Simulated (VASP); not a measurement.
A run of VASP 6.6.1:

The input INCAR:

```
SYSTEM = Cr
  ALGO = Normal
  EDIFF = 1E-7
  EDIFFG = -0.02
  ENCUT = 600
  GGA = RP
  IBRION = 2
  ISIF = 3
  ISMEAR = -1
  ISPIN = 2
  IVDW = 12
  LASPH = .TRUE.
  LCHARG = .FALSE.
  LMAXMIX = 4
  LORBIT = 11
  LREAL = .FALSE.
  LWAVE = .FALSE.
  MAGMOM = 3
  NELM = 150
  NSW = 80
  PREC = Accurate
  SIGMA = 0.05
```

Contents of KPOINTS:

```
k-points
0
G
  12 12 12
  0 0 0
```

POSCAR

```
Cr
1.0
   -1.4844496776      1.4844496776      1.4844496776
    1.4844496776     -1.4844496776      1.4844496776
    1.4844496776      1.4844496776     -1.4844496776
Cr
1
Direct
    0.0000000000      0.0000000000      0.0000000000
```

Potentials or basis: VASP PAW PBE potentials, release 64 (Cr_pv).

Command:

```console
$ cat potpaw_PBE.64/Cr_pv/POTCAR > POTCAR
$ mpirun -np 1 vasp_std > vasp.out
```

Hardware: 1 thread of Intel Xeon 8259CL, on a shared host.

Q: Estimate the wall time of this run.

A: It took 2.8 min on 1 thread of Intel Xeon 8259CL, on a shared host, peak memory 0.19 GiB. Counts: scf iterations 55, k points 72, ion steps 5.
